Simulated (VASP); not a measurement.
Set up this calculation in VASP 6.6.1, as the native input.

- Task: single point
- Functional: PBEsol
- Potentials or basis: VASP PAW PBE potentials, release 64 (Cd, Se)
- Cutoff: 520 eV
- k mesh: 8 × 8 × 8
- Occupations: fermi-dirac, width 0.05 eV
- Spin: no spin polarisation
- Dipole correction: no
- Further INCAR settings: ALGO = Normal; EDIFF = 1e-06; NBANDS = 16

The structure of CdSe lies in POSCAR:

```
CdSe
1.0
    0.0000000000      2.7599430553      2.7599430553
    2.7599430553      0.0000000000      2.7599430553
    2.7599430553      2.7599430553      0.0000000000
Cd Se
1 1
Direct
    0.0000000000      0.0000000000      0.0000000000
    0.2500000000      0.2500000000      0.2500000000
```

One way to write it, as run:

INCAR

```
SYSTEM = CdSe
PREC = Accurate ; ENCUT = 520
EDIFF = 1E-6 ; ISMEAR = -1
SIGMA = 0.05 ; LREAL = .FALSE.
LASPH = .TRUE. ; NELM = 100
ALGO = Normal ; ISIF = 2
LWAVE = .FALSE. ; LCHARG = .FALSE.
GGA = PS ; NBANDS = 16
```

KPOINTS

```
Automatic mesh
0
G
  8 8 8
  0 0 0
```

Potentials or basis: VASP PAW PBE potentials, release 64 (Cd, Se).

The run is started by

```sh
$ cat potpaw_PBE.64/Cd/POTCAR potpaw_PBE.64/Se/POTCAR > POTCAR
$ mpirun -np 1 vasp_std > vasp.out
```

It gave:

- Pressure: 31.1 GPa
- Band gap on the k mesh: 1.01 eV, direct

Caveat: the PAW data sets were made with another functional, which shifts forces and pressure a little.

Run time: 18 s on 1 thread of Intel(R) Xeon(R) Platinum 8488C (Sapphire Rapids), on a shared host, peak memory 0.17 GiB.
